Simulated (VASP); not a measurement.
# MgZn3Se3S (P3m1) in VASP: relaxation of cell and atoms with PBE

Aim: the relaxation of cell and atoms of MgZn3Se3S with PBE.

Everything below comes from runs of VASP 6.6.1. Logs are shortened: lines on timing, memory, paths and dates and some standing lists are left out, and cuts for length are marked.

### 1 The cell of the first run

The structure is trigonal, space group P3m1 (No. 156). Conventional cell: a = 4.049 Å, b = 4.049 Å, c = 13.236 Å, α = 90.00°, β = 90.00°, γ = 120.00°. Within 3.2 Å of Mg (site symmetry 3m) lie 3 S at 2.46 Å and 1 Se at 2.61 Å. Within 3.3 Å of Zn (site symmetry 3m) lie 4 Se at 2.48 to 2.49 Å. Zn (site symmetry 3m) has 1 S at 2.36 Å and 3 Se at 2.48 Å within 3.1 Å. Zn (site symmetry 3m) has 4 Se at 2.49 Å within 3.3 Å. Se (site symmetry 3m) has 4 Zn at 2.48 to 2.49 Å within 3.3 Å. Se (site symmetry 3m) has 4 Zn at 2.48 to 2.49 Å within 3.3 Å. Within 3.3 Å of Se (site symmetry 3m) lie 3 Zn at 2.49 Å and 1 Mg at 2.61 Å. S (site symmetry 3m) has 1 Zn at 2.36 Å and 3 Mg at 2.46 Å within 3.1 Å.

### 2 Relaxation of cell and atoms, PBE

INCAR reads:

```
PREC = Accurate
ENCUT = 600
EDIFF = 1E-7
ISMEAR = 0
SIGMA = 0.01
LREAL = False
LASPH = True
NELM = 60
ALGO = Normal
ISIF = 3
LWAVE = False
LCHARG = False
GGA = PE
IBRION = 2
NSW = 80
EDIFFG = -0.001
```

KPOINTS reads:

```
Automatic mesh
0
Gamma
  12 12 2
```

POSCAR reads:

```
MgZn3Se3S
1.0
    4.0492073083      0.0000000000      0.0000000000
   -2.0246036541      3.5067163942      0.0000000000
    0.0000000000      0.0000000000     13.2359229413
Mg Zn Se S
1 3 3 1
Direct
    0.6666666667      0.3333333333      0.2405216042
    0.6666666667      0.3333333333      0.7523976847
    0.3333333333      0.6666666667      0.0042736978
    0.3333333333      0.6666666667      0.5017056040
    0.3333333333      0.6666666667      0.6898170172
    0.6666666667      0.3333333333      0.9406790118
    0.6666666667      0.3333333333      0.4379842694
    0.3333333333      0.6666666667      0.1826211111
```

Potentials or basis: VASP PAW PBE potentials, release 64 (Mg, Zn, Se, S).

On the command line:

```
$ cat potpaw_PBE.64/Mg/POTCAR potpaw_PBE.64/Zn/POTCAR potpaw_PBE.64/Se/POTCAR potpaw_PBE.64/S/POTCAR > POTCAR
$ mpirun -np 1 vasp_std > vasp.out
```

OUTCAR:

```text
PREC = Accurate
   ENCUT = 600
   EDIFF = 1E-7
   ISMEAR = 0
   LREAL = False
   LASPH = True
   NELM = 60
   ISIF = 3
   GGA = PE
   IBRION = 2
   NSW = 80
   EDIFFG = -0.001

 ion  position               nearest neighbor table
   1  0.667  0.333  0.241-   8 2.46   8 2.46   8 2.46   7 2.61
   2  0.667  0.333  0.752-   5 2.48   5 2.48   5 2.48   6 2.49
   3  0.333  0.667  0.004-   8 2.36   6 2.48   6 2.48   6 2.48
   4  0.333  0.667  0.502-   7 2.49   7 2.49   7 2.49   5 2.49
   5  0.333  0.667  0.690-   2 2.48   2 2.48   2 2.48   4 2.49
   6  0.667  0.333  0.941-   3 2.48   3 2.48   3 2.48   2 2.49
   7  0.667  0.333  0.438-   4 2.49   4 2.49   4 2.49   1 2.61
   8  0.333  0.667  0.183-   3 2.36   1 2.46   1 2.46   1 2.46

  LATTYP: Found a hexagonal cell.
 ALAT       =     4.0492073083
 C/A-ratio  =     3.2687689055

  Lattice vectors:

 A1 = (   4.0492073083,   0.0000000000,   0.0000000000)
 A2 = (  -2.0246036541,   3.5067163942,   0.0000000000)
 A3 = (   0.0000000000,   0.0000000000,  13.2359229413)

Analysis of symmetry for initial positions (statically):
=====================================================================
 Subroutine PRICEL returns:
 Original cell was already a primitive cell.

 Routine SETGRP: Setting up the symmetry group for a
 hexagonal supercell.

 Subroutine GETGRP returns: Found  6 space group operations
 (whereof  6 operations were pure point group operations)
 out of a pool of 24 trial point group operations.

The static configuration has the point symmetry C_3v.

Analysis of symmetry for dynamics (positions and initial velocities):
=====================================================================
 Subroutine PRICEL returns:
 Original cell was already a primitive cell.

 Routine SETGRP: Setting up the symmetry group for a
 hexagonal supercell.

 Subroutine GETGRP returns: Found  6 space group operations
 (whereof  6 operations were pure point group operations)
 out of a pool of 24 trial point group operations.

The dynamic configuration has the point symmetry C_3v.

 Subroutine INISYM returns: Found  6 space group operations
 (whereof  6 operations are pure point group operations),
 and found     1 'primitive' translations

----------------------------------------------------------------------------------------

                                     Primitive cell

  volume of cell :     187.9425

  direct lattice vectors                    reciprocal lattice vectors
     4.049207308  0.000000000  0.000000000     0.246961917  0.142583529  0.000000000
    -2.024603654  3.506716394  0.000000000     0.000000000  0.285167059  0.000000000
     0.000000000  0.000000000 13.235922941     0.000000000  0.000000000  0.075551966

  length of vectors
     4.049207308  4.049207308 13.235922941     0.285167059  0.285167059  0.075551966

  position of ions in fractional coordinates (direct lattice)
     0.666666667  0.333333333  0.240521604
     0.666666667  0.333333333  0.752397685
     0.333333333  0.666666667  0.004273698
     0.333333333  0.666666667  0.501705604
     0.333333333  0.666666667  0.689817017
     0.666666667  0.333333333  0.940679012
     0.666666667  0.333333333  0.437984269
     0.333333333  0.666666667  0.182621111

  ion indices of the primitive-cell ions
   primitive index   ion index
                 1           1
                 2           2
                 3           3
                 4           4
                 5           5
                 6           6
                 7           7
                 8           8

----------------------------------------------------------------------------------------

 KPOINTS: Automatic mesh

Automatic generation of k-mesh.
 Grid dimensions read from file:
 generate k-points for:   12   12    2

 Generating k-lattice:

  Cartesian coordinates                     Fractional coordinates (reciprocal lattice)
     0.020580160  0.011881961  0.000000000     0.083333333  0.000000000  0.000000000
     0.000000000  0.023763922  0.000000000     0.000000000  0.083333333  0.000000000
     0.000000000  0.000000000  0.037775983     0.000000000  0.000000000  0.500000000

  Length of vectors
     0.023763922  0.023763922  0.037775983

  Shift w.r.t. Gamma in fractional coordinates (k-lattice)
     0.000000000  0.000000000  0.000000000

 Subroutine IBZKPT returns following result:
 ===========================================

 Found     38 irreducible k-points:

 Following reciprocal coordinates:
            Coordinates               Weight
  0.000000  0.000000  0.000000      1.000000
  0.083333 -0.000000  0.000000      6.000000
  0.166667 -0.000000  0.000000      6.000000
  0.250000  0.000000  0.000000      6.000000
  0.333333  0.000000  0.000000      6.000000
  0.416667 -0.000000  0.000000      6.000000
[... 16 lines left out ...]
  0.250000  0.000000  0.500000      6.000000
  0.333333  0.000000  0.500000      6.000000
 [... further k-points ...]
   k-points           NKPTS =     38   k-points in BZ     NKDIM =     38   number of bands    NBANDS=     37
   number of dos      NEDOS =    301   number of ions     NIONS =      8
   total plane-waves  NPLWV = 110592
   dimension x,y,z NGX =    32 NGY =   32 NGZ =  108
   dimension x,y,z NGXF=    64 NGYF=   64 NGZF=  216
   ions per type =               1   3   3   1
   NGX,Y,Z   is equivalent  to a cutoff of  13.14, 13.14, 13.57 a.u.
   NGXF,Y,Z  is equivalent  to a cutoff of  26.28, 26.28, 27.13 a.u.
 SYSTEM =  unknown system
   PREC   = accura    normal or accurate (medium, high low for compatibility)
   ISTART =      0    job   : 0-new  1-cont  2-samecut
   ICHARG =      2    charge: 1-file 2-atom 10-const
   ISPIN  =      1    spin polarized calculation?
   LNONCOLLINEAR =      F non collinear calculations
   LSORBIT =      F    spin-orbit coupling
   LASPH  =      T    aspherical Exc in radial PAW
   ENCUT  =  600.0 eV  44.10 Ry    6.64 a.u.   8.09  8.09 26.44*2*pi/ulx,y,z
   NELM   =     60;   NELMIN=  2; NELMDL= -5     # of ELM steps
   EDIFF  = 0.1E-06   stopping-criterion for ELM
   LREAL  =      F    real-space projection
   EDIFFG = -.1E-02   stopping-criterion for IOM
   NSW    =     80    number of steps for IOM
   IBRION =      2    ionic relax: 0-MD 1-quasi-New 2-CG
   NFREE  =      1    steps in history (QN), initial steepest desc. (CG)
   ISIF   =      3    stress and relaxation
   ISYM   =      2    0-nonsym 1-usesym 2-fastsym
   POTIM  = 0.5000    time-step for ionic-motion
   TEBEG  =    0.0;   TEEND  =   0.0 temperature during run
   PSTRESS=    0.0 pullay stress
   NELECT =      62.0000    total number of electrons
   NUPDOWN=      -1.0000    fix difference up-down
   EMIN   =  10.00;   EMAX   =-10.00  energy-range for DOS
   EFERMI =   0.00;   METHOD = LEGACY
   ISMEAR =     0;   SIGMA  =   0.01  broadening in eV -4-tet -1-fermi 0-gaus
   EFERMI_NEDOS =   21; number of points for ismear=-14 and -15
   IALGO  =     38    algorithm
   IMIX   =      4    mixing-type and parameters
     AMIX     =   0.40;   BMIX     =  1.00
     AMIX_MAG =   1.60;   BMIX_MAG =  1.00
  volume/ion in A,a.u.               =      23.49       158.54
  Fermi-wavevector in a.u.,A,eV,Ry     =   1.131177  2.137614 17.409479  1.279561
  Thomas-Fermi vector in A             =   2.267875
   LORBIT       =      0    0 simple, 1 ext, 2 COOP (PROOUT), +10 PAW based schemes
   GGA     = PE    functional components
   LHFCALC =     F    Hartree Fock is set to
   AEXX    =    0.0000 exact exchange contribution
   IVDW    =     0    specifies the selected vdW correction
   LEPSILON=     F    determine dielectric tensor
   LRPA    =     F    only Hartree local field effects (RPA)
 conjugate gradient relaxation of ions
 non-spin polarized calculation
 Gauss-broadening in eV      SIGMA  =   0.01
  energy-cutoff  :      600.00
  volume of cell :      187.94
 maximum number of plane-waves:      6300
   NGX = 17   NGY = 17   NGZ = 53

--------------------------------------- Ionic step        1  -------------------------------------------

 number of electron      61.9999993 magnetization

 Free energy of the ion-electron system (eV)
  ---------------------------------------------------
  ext. energy  EPLUGINS =         0.00000000
  ---------------------------------------------------
  free energy    TOTEN  =       -26.51067626 eV

  energy without entropy =      -26.51067626  energy(sigma->0) =      -26.51067626

------------------------ aborting loop because EDIFF is reached ----------------------------------------

  FORCE on cell =-STRESS in cart. coord.  units (eV):
  Direction    XX          YY          ZZ          XY          YZ          ZX
  --------------------------------------------------------------------------------------
  -------------------------------------------------------------------------------------
  Total        0.1173771      0.1173771      0.1166439      0.0000000     -0.0000000      0.0000000
  in kB        1.0006201      1.0006201      0.9943690      0.0000000     -0.0000000      0.0000000
  external PRESSURE =       0.9985364 kB  Pullay stress =       0.0000000 kB
[... 107 lines left out ...]
  FREE ENERGIE OF THE ION-ELECTRON SYSTEM (eV)
  ---------------------------------------------------
  free  energy   TOTEN  =       -26.5108050560 eV

  energy  without entropy=      -26.5108050560  energy(sigma->0) =      -26.51080506

[... ionic steps 4 to 9 ...]

--------------------------------------- Ionic step       10  -------------------------------------------

 number of electron      61.9999990 magnetization

------------------------ aborting loop because EDIFF is reached ----------------------------------------

  FORCE on cell =-STRESS in cart. coord.  units (eV):
  Direction    XX          YY          ZZ          XY          YZ          ZX
  --------------------------------------------------------------------------------------
  -------------------------------------------------------------------------------------
  Total        0.0159044      0.0159044      0.0107175      0.0000000      0.0000000      0.0000000
  in kB        0.1353646      0.1353646      0.0912183      0.0000000      0.0000000      0.0000000
  external PRESSURE =       0.1206491 kB  Pullay stress =       0.0000000 kB
[... 69 lines left out ...]
  energy  without entropy=      -26.5108651122  energy(sigma->0) =      -26.51086511

--------------------------------------- Ionic step       12  -------------------------------------------

 number of electron      61.9999990 magnetization

 Free energy of the ion-electron system (eV)
  ---------------------------------------------------
  ext. energy  EPLUGINS =         0.00000000
  ---------------------------------------------------
  free energy    TOTEN  =       -26.51086538 eV

  energy without entropy =      -26.51086538  energy(sigma->0) =      -26.51086538

 E-fermi :   1.5133     XC(G=0):  -8.9337

 val. band max:        1.4370406458   @ k =   0.0000   0.0000   0.0000
 cond. band min:       2.9288102281   @ k =   0.0000   0.0000   0.0000
 fundamental gap:      1.4917695823
 Fermi energy:         1.5133340309

 k-point     1 :       0.0000    0.0000    0.0000
  band No.  band energies     occupation
      1     -11.4369      2.00000
      2     -11.1278      2.00000
      3     -10.9712      2.00000
      4     -10.6054      2.00000
      5      -4.8842      2.00000
      6      -4.8842      2.00000
[... 949 lines left out ...]
     36       6.5796      0.00000
     37       6.8469      0.00000

 [... further k-points ...]

------------------------ aborting loop because EDIFF is reached ----------------------------------------

  FORCE on cell =-STRESS in cart. coord.  units (eV):
  Direction    XX          YY          ZZ          XY          YZ          ZX
  --------------------------------------------------------------------------------------
  -------------------------------------------------------------------------------------
  Total       -0.0029012     -0.0029012     -0.0074293     -0.0000000      0.0000000      0.0000000
  in kB       -0.0246892     -0.0246892     -0.0632233     -0.0000000      0.0000000      0.0000000
  external PRESSURE =      -0.0375339 kB  Pullay stress =       0.0000000 kB
[... 23 lines left out ...]
  FREE ENERGIE OF THE ION-ELECTRON SYSTEM (eV)
  ---------------------------------------------------
  free  energy   TOTEN  =       -26.5108653795 eV

  energy  without entropy=      -26.5108653795  energy(sigma->0) =      -26.51086538

 reached required accuracy - stopping structural energy minimisation
```

It took 26 min on 1 thread of Oxide Virtual Turin-like, shared host; peak memory 0.52 GiB.

What came out:

```yaml
Free_energy: -26.5109 eV
Relaxed_volume: 23.53 Å³/atom
Relaxed_cell: a = 4.052 Å, b = 4.052 Å, c = 13.241 Å, α = 90.00°, β = 90.00°, γ = 120.00°
Space_group_after_relaxing_to_0.1_Å: P3m1 (No. 156)
Energy_gained_by_relaxing: 0.0 meV/atom
Ionic_steps: 12
Pressure_after_relaxing: 0.0 GPa
Band_gap_on_the_k_mesh: 1.49 eV
```

The path:
| step | energy change (eV) | largest force (eV/Å) | pressure (GPa) | volume (Å³) |
| --- | --- | --- | --- | --- |
| 1 | 0.0000 | 0.0219 | 0.10 | 187.94 |
| 2 | -0.0001 | 0.0112 | -0.02 | 188.34 |
| 3 | -0.0001 | 0.0123 | 0.00 | 188.30 |
| 4 | -0.0001 | 0.0118 | -0.02 | 188.32 |
| 5 | -0.0001 | 0.0120 | -0.01 | 188.31 |
| 6 | -0.0001 | 0.0082 | -0.01 | 188.30 |
| 7 | -0.0002 | 0.0070 | 0.00 | 188.26 |
| 8 | -0.0002 | 0.0043 | 0.00 | 188.27 |
| 9 | -0.0002 | 0.0031 | -0.01 | 188.28 |
| 10 | -0.0002 | 0.0018 | 0.01 | 188.25 |
| 11 | -0.0002 | 0.0015 | 0.00 | 188.25 |
| 12 | -0.0002 | 0.0008 | 0.00 | 188.27 |

Final structure:
```
Mg Zn Se S
1.0
     4.05192    0.00000    0.00000
    -2.02596    3.50907    0.00000
     0.00000    0.00000   13.24118
Mg Zn Se S
1 3 3 1
Direct
  0.66667 0.33333 0.24040
  0.66667 0.33333 0.75239
  0.33333 0.66667 0.00452
  0.33333 0.66667 0.50149
  0.33333 0.66667 0.68974
  0.66667 0.33333 0.94082
  0.66667 0.33333 0.43770
  0.33333 0.66667 0.18293
```
